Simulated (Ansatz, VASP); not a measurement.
As in VASP and in Ansatz

```
As
1.0
     1.82669   -3.16800   -0.04289
    -5.37769   -3.10706   -0.01059
     0.05298   -0.13323  -12.42081
As
8
Direct
  0.99935 0.00156 0.20640
  0.50112 0.50134 0.20699
  0.99991 0.99903 0.79312
  0.49950 0.49810 0.79349
  0.49062 0.83574 0.31837
  0.99258 0.33476 0.31866
  0.00818 0.66462 0.68179
  0.50873 0.16485 0.68117
```

Change from the starting cell: cell x2, atoms moved at random (sigma 0.05 Å) and cell strained at random (1.5 %), then relaxed without symmetry.

Alike in both runs: functional PBE; k mesh 4 × 2 × 1; occupations gaussian, width 0.1 eV; no spin polarisation.

Ansatz relaxed the structure, and its values are those at the end. VASP's run is a single point on that final structure, the one shown.

```csv
,VASP,Ansatz
version,VASP 6.6.1,Ansatz 0.2.0
potentials or method,"VASP PAW PBE potentials, release 64 (As), cutoff 520 eV","scalar-relativistic, plane waves, PAW"
valence electrons in the cell,40,120
```

VASP gave:

```
gap on the k mesh at the Fermi level (eV) : 1.49
least direct gap on the mesh (eV)         : 1.60
pressure (GPa)                            : 0.1
rms of the force components (eV/Å)        : 0.043
```

Problem. Which values does Ansatz return?

Solution. gap on the k mesh at the Fermi level (eV): 1.49; least direct gap on the mesh (eV): 1.62; pressure (GPa): -0.1; rms of the force components (eV/Å): 0.010.

VASP's potentials hold 40 valence electrons a cell and Ansatz's 120, so a difference there can come from the potentials and not from the codes.

The k mesh is coarse, so the values compare programs but aren't converged.
